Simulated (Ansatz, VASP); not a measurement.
# One calculation of HgTe, two programs

```
CELL_PARAMETERS angstrom
0.00000 3.18000 3.18000
3.18000 0.00000 3.18000
3.18000 3.18000 0.00000
ATOMIC_POSITIONS crystal
Hg 0.00000 0.00000 0.00000
Te 0.50000 0.50000 0.50000
```

Alike in both runs: task single point; functional PBE; k mesh 7 × 7 × 7; occupations gaussian, width 0.03 eV; no spin polarisation.

|  | VASP | Ansatz |
| --- | --- | --- |
| version | VASP 6.6.1 | Ansatz 0.2.0 |
| potentials or method | VASP PAW PBE potentials, release 64 (Hg, Te) | Ansatz PAW |
| plane-wave cutoff (eV) | 520 | 420 |
| valence electrons in the cell | 18 | 36 |

VASP gave:

- gap on the k mesh at the Fermi level (eV): none
- pressure (GPa): -3.7

**Question.** Which values does Ansatz return?

**Answer.** gap on the k mesh at the Fermi level (eV): none; pressure (GPa): -3.8.

A gap of «none» marks a metal or a gap that the smearing closes. With one functional, cell and mesh, what is left measures potentials, basis and numerics. VASP's potentials hold 18 valence electrons a cell and Ansatz's 36, so a difference there can come from the potentials and not from the codes.

Neither program's run includes spin-orbit coupling.
